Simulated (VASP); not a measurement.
# Sn3S5 (R-3m) in VASP: further runs

Sn3S5 is run at these levels: PBE; tasks: single point.

Everything below comes from runs of VASP 6.6.1. Logs are shortened: lines on timing, memory, paths and dates and some standing lists are left out, and cuts for length are marked.

### 1 The cell of the first run

Symmetry: R-3m, No. 166, trigonal system. Conventional cell: a = 8.006 Å, b = 8.006 Å, c = 9.984 Å, α = 90.00°, β = 90.00°, γ = 120.00°. Sn (site symmetry 2/m) has 6 S at 2.85 Å within 3.8 Å. S (site symmetry 2/m) has 2 S at 2.85 Å and 4 Sn at 2.85 Å within 3.8 Å. Within 3.8 Å of S (site symmetry -3m) lie 6 S at 2.85 Å. Within 3.8 Å of S (site symmetry -3m) lie 6 Sn at 2.85 Å.

### 2 Single point, PBE

Contents of INCAR:

```
SYSTEM = Sn3S5
ALGO = Normal ; EDIFF = 1E-6
ENCUT = 520 ; GGA = PE
ISIF = 2 ; ISMEAR = 0
LASPH = .True. ; LCHARG = .False.
LREAL = .False. ; LWAVE = .False.
NBANDS = 46 ; NELM = 80
PREC = Accurate ; SIGMA = 0.2
```

Contents of KPOINTS:

```
k-points
0
Gamma
  3 3 3
  0 0 0
```

Contents of POSCAR:

```
Sn3S5
1.0
    4.0030656430      2.3111710252      3.3279916913
   -4.0030656430      2.3111710252      3.3279916913
    0.0000000000     -4.6223420544      3.3279916885
Sn S
3 5
Direct
    0.5000000000      0.5000000000      0.0000000000
    0.0000000000      0.5000000000      0.5000000000
    0.5000000000      0.0000000000      0.5000000000
    0.0000000000      0.0000000000      0.5000000000
    0.5000000000      0.0000000000      0.0000000000
    0.0000000000      0.5000000000      0.0000000000
    0.0000000000      0.0000000000      0.0000000000
    0.5000000000      0.5000000000      0.5000000000
```

Potentials or basis: VASP PAW PBE potentials, release 64 (Sn_d, S).

Started as:

```console
$ cat potpaw_PBE.64/Sn_d/POTCAR potpaw_PBE.64/S/POTCAR > POTCAR
$ mpirun -np 1 vasp_std > vasp.out
```

OUTCAR:

```text
SYSTEM = Sn3S5
   EDIFF = 1E-6
   ENCUT = 520
   GGA = PE
   ISIF = 2
   ISMEAR = 0
   LASPH = .True.
   LREAL = .False.
   NELM = 80
   PREC = Accurate

 ion  position               nearest neighbor table
   1  0.500  0.500  0.000-   8 2.85   8 2.85   5 2.85   6 2.85   5 2.85   6 2.85
   2  0.000  0.500  0.500-   6 2.85   6 2.85   8 2.85   4 2.85   4 2.85   8 2.85
   3  0.500  0.000  0.500-   5 2.85   5 2.85   8 2.85   4 2.85   8 2.85   4 2.85
   4  0.000  0.000  0.500-   2 2.85   3 2.85   2 2.85   3 2.85
   5  0.500  0.000  0.000-   3 2.85   3 2.85   1 2.85   1 2.85
   6  0.000  0.500  0.000-   2 2.85   2 2.85   1 2.85   1 2.85
   7  0.000  0.000  0.000-
   8  0.500  0.500  0.500-   1 2.85   1 2.85   3 2.85   2 2.85   3 2.85   2 2.85

  LATTYP: Found a trigonal (rhomboedric) cell.
 ALAT       =     5.6957505868
 COS(alpha) =     0.0120988474

  Lattice vectors:

 A1 = (   4.0030656430,   2.3111710252,   3.3279916913)
 A2 = (  -4.0030656430,   2.3111710252,   3.3279916913)
 A3 = (   0.0000000000,  -4.6223420544,   3.3279916885)

Analysis of symmetry for initial positions (statically):
=====================================================================
 Subroutine PRICEL returns:
 Original cell was already a primitive cell.

 Routine SETGRP: Setting up the symmetry group for a
 trigonal (rhombohedral) supercell.

 Subroutine GETGRP returns: Found 12 space group operations
 (whereof 12 operations were pure point group operations)
 out of a pool of 12 trial point group operations.

The static configuration has the point symmetry D_3d.

Analysis of symmetry for dynamics (positions and initial velocities):
=====================================================================
 Subroutine PRICEL returns:
 Original cell was already a primitive cell.

 Routine SETGRP: Setting up the symmetry group for a
 trigonal (rhombohedral) supercell.

 Subroutine GETGRP returns: Found 12 space group operations
 (whereof 12 operations were pure point group operations)
 out of a pool of 12 trial point group operations.

The dynamic configuration has the point symmetry D_3d.

 Subroutine INISYM returns: Found 12 space group operations
 (whereof 12 operations are pure point group operations),
 and found     1 'primitive' translations

----------------------------------------------------------------------------------------

                                     Primitive cell

  volume of cell :     184.7389

  direct lattice vectors                    reciprocal lattice vectors
     4.003065643  2.311171025  3.327991691     0.124904272  0.072113515  0.100160507
    -4.003065643  2.311171025  3.327991691    -0.124904272  0.072113515  0.100160507
     0.000000000 -4.622342054  3.327991689     0.000000000 -0.144227030  0.100160506

  length of vectors
     5.695750587  5.695750587  5.695750587     0.175594884  0.175594884  0.175594884

  position of ions in fractional coordinates (direct lattice)
     0.500000000  0.500000000  0.000000000
     0.000000000  0.500000000  0.500000000
     0.500000000  0.000000000  0.500000000
     0.000000000  0.000000000  0.500000000
     0.500000000  0.000000000  0.000000000
     0.000000000  0.500000000  0.000000000
     0.000000000  0.000000000  0.000000000
     0.500000000  0.500000000  0.500000000

  ion indices of the primitive-cell ions
   primitive index   ion index
                 1           1
                 2           2
                 3           3
                 4           4
                 5           5
                 6           6
                 7           7
                 8           8

----------------------------------------------------------------------------------------

 KPOINTS: k-points

Automatic generation of k-mesh.
 Grid dimensions read from file:
 generate k-points for:    3    3    3

 Generating k-lattice:

  Cartesian coordinates                     Fractional coordinates (reciprocal lattice)
     0.041634757  0.024037838  0.033386836     0.333333333  0.000000000  0.000000000
    -0.041634757  0.024037838  0.033386836     0.000000000  0.333333333  0.000000000
     0.000000000 -0.048075677  0.033386835    -0.000000000 -0.000000000  0.333333333

  Length of vectors
     0.058531628  0.058531628  0.058531628

  Shift w.r.t. Gamma in fractional coordinates (k-lattice)
     0.000000000  0.000000000  0.000000000

 Subroutine IBZKPT returns following result:
 ===========================================

 Found      6 irreducible k-points:

 Following reciprocal coordinates:
            Coordinates               Weight
  0.000000  0.000000  0.000000      1.000000
  0.333333  0.000000 -0.000000      6.000000
  0.333333  0.333333 -0.000000      6.000000
 -0.333333  0.333333  0.000000      6.000000
  0.333333  0.333333  0.333333      2.000000
 -0.333333  0.333333  0.333333      6.000000
   k-points           NKPTS =      6   k-points in BZ     NKDIM =      6   number of bands    NBANDS=     46
   number of dos      NEDOS =    301   number of ions     NIONS =      8
   total plane-waves  NPLWV =  74088
   dimension x,y,z NGX =    42 NGY =   42 NGZ =   42
   dimension x,y,z NGXF=    84 NGYF=   84 NGZF=   84
   ions per type =               3   5
   NGX,Y,Z   is equivalent  to a cutoff of  12.26, 12.26, 12.26 a.u.
   NGXF,Y,Z  is equivalent  to a cutoff of  24.52, 24.52, 24.52 a.u.
 SYSTEM =  Sn3S5
   PREC   = accura    normal or accurate (medium, high low for compatibility)
   ISTART =      0    job   : 0-new  1-cont  2-samecut
   ICHARG =      2    charge: 1-file 2-atom 10-const
   ISPIN  =      1    spin polarized calculation?
   LNONCOLLINEAR =      F non collinear calculations
   LSORBIT =      F    spin-orbit coupling
   LASPH  =      T    aspherical Exc in radial PAW
   ENCUT  =  520.0 eV  38.22 Ry    6.18 a.u.  10.59 10.59 10.59*2*pi/ulx,y,z
   NELM   =     80;   NELMIN=  2; NELMDL= -5     # of ELM steps
   EDIFF  = 0.1E-05   stopping-criterion for ELM
   LREAL  =      F    real-space projection
   EDIFFG = 0.1E-04   stopping-criterion for IOM
   NSW    =      0    number of steps for IOM
   IBRION =     -1    ionic relax: 0-MD 1-quasi-New 2-CG
   NFREE  =      0    steps in history (QN), initial steepest desc. (CG)
   ISIF   =      2    stress and relaxation
   ISYM   =      2    0-nonsym 1-usesym 2-fastsym
   POTIM  = 0.5000    time-step for ionic-motion
   TEBEG  =    0.0;   TEEND  =   0.0 temperature during run
   PSTRESS=    0.0 pullay stress
   NELECT =      72.0000    total number of electrons
   NUPDOWN=      -1.0000    fix difference up-down
   EMIN   =  10.00;   EMAX   =-10.00  energy-range for DOS
   EFERMI =   0.00;   METHOD = LEGACY
   ISMEAR =     0;   SIGMA  =   0.20  broadening in eV -4-tet -1-fermi 0-gaus
   EFERMI_NEDOS =   21; number of points for ismear=-14 and -15
   IALGO  =     38    algorithm
   IMIX   =      4    mixing-type and parameters
     AMIX     =   0.40;   BMIX     =  1.00
     AMIX_MAG =   1.60;   BMIX_MAG =  1.00
  volume/ion in A,a.u.               =      23.09       155.83
  Fermi-wavevector in a.u.,A,eV,Ry     =   1.195821  2.259774 19.456171  1.429988
  Thomas-Fermi vector in A             =   2.331777
   LORBIT       =      0    0 simple, 1 ext, 2 COOP (PROOUT), +10 PAW based schemes
   GGA     = PE    functional components
   LHFCALC =     F    Hartree Fock is set to
   AEXX    =    0.0000 exact exchange contribution
   IVDW    =     0    specifies the selected vdW correction
   LEPSILON=     F    determine dielectric tensor
   LRPA    =     F    only Hartree local field effects (RPA)
 non-spin polarized calculation
 Gauss-broadening in eV      SIGMA  =   0.20
  energy-cutoff  :      520.00
  volume of cell :      184.74
 maximum number of plane-waves:      4991
 NGX is ok and might be reduce to    42
   NGX = 21   NGY = 21   NGZ = 21

 number of electron      71.9999990 magnetization

 Free energy of the ion-electron system (eV)
  ---------------------------------------------------
  ext. energy  EPLUGINS =         0.00000000
  ---------------------------------------------------
  free energy    TOTEN  =       -32.50462329 eV

  energy without entropy =      -32.24712540  energy(sigma->0) =      -32.37587434

 E-fermi :   5.7969     XC(G=0):  -9.8720

 val. band max:        5.7820767586   @ k =   0.3333   0.3333  -0.0000
 cond. band min:       5.8171005922   @ k =   0.3333   0.0000  -0.0000
 fundamental gap:      0.0350238337
 Fermi energy:         5.7968717638

 k-point     1 :       0.0000    0.0000    0.0000
  band No.  band energies     occupation
      1     -15.4204      2.00000
      2     -15.3734      2.00000
      3     -15.3730      2.00000
      4     -15.3730      2.00000
      5     -15.3704      2.00000
      6     -15.3704      2.00000
[... 38 lines left out ...]
     45      12.1385      0.00000
     46      12.1853      0.00000

 k-point     2 :       0.3333    0.0000   -0.0000
  band No.  band energies     occupation
      1     -15.4071      2.00000
      2     -15.3734      2.00000
      3     -15.3728      2.00000
      4     -15.3636      2.00000
      5     -15.3634      2.00000
      6     -15.3633      2.00000
[... 38 lines left out ...]
     45      11.2226      0.00000
     46      11.3466      0.00000

 k-point     3 :       0.3333    0.3333   -0.0000
  band No.  band energies     occupation
      1     -15.3956      2.00000
      2     -15.3738      2.00000
      3     -15.3690      2.00000
      4     -15.3650      2.00000
      5     -15.3635      2.00000
      6     -15.3619      2.00000
[... 38 lines left out ...]
     45      10.3059      0.00000
     46      10.4277      0.00000

 k-point     4 :      -0.3333    0.3333    0.0000
  band No.  band energies     occupation
      1     -15.3950      2.00000
      2     -15.3749      2.00000
      3     -15.3681      2.00000
      4     -15.3650      2.00000
      5     -15.3620      2.00000
      6     -15.3613      2.00000
[... 38 lines left out ...]
     45      10.3304      0.00000
     46      10.4174      0.00000

 k-point     5 :       0.3333    0.3333    0.3333
  band No.  band energies     occupation
      1     -15.3888      2.00000
      2     -15.3734      2.00000
      3     -15.3734      2.00000
      4     -15.3646      2.00000
      5     -15.3646      2.00000
      6     -15.3604      2.00000
[... 38 lines left out ...]
     45       9.0273      0.00000
     46       9.9132      0.00000

 k-point     6 :      -0.3333    0.3333    0.3333
  band No.  band energies     occupation
      1     -15.3872      2.00000
      2     -15.3748      2.00000
      3     -15.3732      2.00000
      4     -15.3642      2.00000
      5     -15.3619      2.00000
      6     -15.3597      2.00000
[... 38 lines left out ...]
     45       9.0349      0.00000
     46       9.9381      0.00000

------------------------ aborting loop because EDIFF is reached ----------------------------------------

  FORCE on cell =-STRESS in cart. coord.  units (eV):
  Direction    XX          YY          ZZ          XY          YZ          ZX
  --------------------------------------------------------------------------------------
  -------------------------------------------------------------------------------------
  Total       -0.0777608     -0.0777608     -0.4784770      0.0000000      0.0000000      0.0000000
  in kB       -0.6743928     -0.6743928     -4.1496678      0.0000000      0.0000000      0.0000000
  external PRESSURE =      -1.8328178 kB  Pullay stress =       0.0000000 kB

 VOLUME and BASIS-vectors are now :
 -----------------------------------------------------------------------------
  energy-cutoff  :      520.00
  volume of cell :      184.74
      direct lattice vectors                 reciprocal lattice vectors
     4.003065643  2.311171025  3.327991691     0.124904272  0.072113515  0.100160507
    -4.003065643  2.311171025  3.327991691    -0.124904272  0.072113515  0.100160507
     0.000000000 -4.622342054  3.327991689     0.000000000 -0.144227030  0.100160506

 POSITION                                       TOTAL-FORCE (eV/Angst)
 -----------------------------------------------------------------------------------
      0.00000      2.31117      3.32799         0.000000      0.000000     -0.000000
     -2.00153     -1.15559      3.32799         0.000000     -0.000000      0.000000
      2.00153     -1.15559      3.32799         0.000000      0.000000      0.000000
      0.00000     -2.31117      1.66400        -0.000000      0.000000      0.000000
      2.00153      1.15559      1.66400        -0.000000     -0.000000     -0.000000
     -2.00153      1.15559      1.66400        -0.000000      0.000000     -0.000000
      0.00000      0.00000      0.00000        -0.000000      0.000000     -0.000000
      0.00000     -0.00000      4.99199        -0.000000     -0.000000      0.000000
 -----------------------------------------------------------------------------------
    total drift:                                0.000000      0.000000     -0.000000

  FREE ENERGIE OF THE ION-ELECTRON SYSTEM (eV)
  ---------------------------------------------------
  free  energy   TOTEN  =       -32.5046232863 eV

  energy  without entropy=      -32.2471253980  energy(sigma->0) =      -32.37587434
```

Run time: 24 s. Hardware: 1 thread of Intel Xeon 6975P-C (Granite Rapids), shared host; peak memory 0.26 GiB.

What came out:

* Free energy: -32.5046 eV
* Pressure: -0.2 GPa
* Band gap on the k mesh: zero (band 36 reaches 7.71 eV, above the bottom of band 37 at 5.76 eV)

Caveat: the k points lie up to 0.37 Å⁻¹ apart; spin-orbit coupling is left out, which moves the levels of the heavy elements.

### 3 Single point, PBE

This run uses another cell than the first one, of 22.86 Å³/atom, 0.990 times its volume.

Contents of INCAR:

```
PREC = Accurate
ENCUT = 520
EDIFF = 1E-6
ISMEAR = 0
SIGMA = 0.1
LREAL = False
LASPH = True
NELM = 80
ALGO = Normal
ISIF = 2
LWAVE = False
LCHARG = False
GGA = PE
NBANDS = 46
```

Contents of KPOINTS:

```
Automatic mesh
0
Gamma
  6 6 6
```

Changes to POSCAR since step 2:

```diff
@@ -2,5 +2,5 @@
 1.0
-    4.0030656430      2.3111710252      3.3279916913
-   -4.0030656430      2.3111710252      3.3279916913
-    0.0000000000     -4.6223420544      3.3279916885
+    4.0130197119      2.3169180109      3.2784001961
+   -4.0130197119      2.3169180109      3.2784001961
+    0.0000000000     -4.6338360219      3.2784001961
 Sn S
```

Potentials or basis: VASP PAW PBE potentials, release 64 (Sn_d, S).

Started as:

```console
$ cat potpaw_PBE.64/Sn_d/POTCAR potpaw_PBE.64/S/POTCAR > POTCAR
$ mpirun -np 1 vasp_std > vasp.out
```

It took 1.7 min on 1 thread of Intel Xeon 6975P-C (Granite Rapids), shared host; peak memory 0.36 GiB.

It converged, with:

* Free energy: -32.8110 eV
* Pressure: -0.1 GPa
* Band gap on the k mesh: zero (band 36 reaches 8.01 eV, above the bottom of band 37 at 6.01 eV)

Levels at points of the mesh, in eV from the Fermi level:
| k point | band 34 | band 35 | band 36 | band 37 | band 38 | band 39 |
| --- | --- | --- | --- | --- | --- | --- |
| (0.00, 0.00, 0.00) | -2.42 | -2.42 | 1.92 | 1.92 | 1.92 | 3.50 |
| (0.50, 0.00, 0.00) | -1.00 | -0.55 | -0.31 | 1.95 | 1.95 | 2.31 |
| (0.50, 0.50, 0.00) | -1.39 | -0.10 | 0.34 | 0.34 | 1.56 | 1.69 |
| (0.50, 0.50, 0.50) | -1.51 | -1.51 | 0.40 | 0.91 | 0.91 | 0.91 |

Caveat: spin-orbit coupling is left out, which moves the levels of the heavy elements.
